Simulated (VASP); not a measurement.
The system is MgSe.

```
CELL_PARAMETERS angstrom
0.00000 2.73627 2.73627
2.73627 0.00000 2.73627
2.73627 2.73627 0.00000
ATOMIC_POSITIONS crystal
Mg 0.00000 0.00000 0.00000
Se 0.50000 0.50000 0.50000
```

Base run:

- Program: VASP 6.6.1
- Functional: r2SCAN
- Dispersion: D3(BJ)
- Potentials or basis: VASP PAW PBE potentials, release 64 (Mg, Se)
- Cutoff: 660 eV
- k mesh: 6 × 6 × 6
- Occupations: gaussian, width 0.01 eV
- Spin: no spin polarisation

Its results: band gap on the k mesh 2.44 eV (least direct gap 3.41 eV); pressure -1.7 GPa.

The run is repeated on the same cell with these changes: dispersion from D3(BJ) to D4. What comes out?

Band gap on the k mesh 2.44 eV (least direct gap 3.41 eV); pressure -1.1 GPa.

Caveats: the PAW data sets were made with another functional, which shifts forces and pressure a little.

A k mesh can miss the band edges.
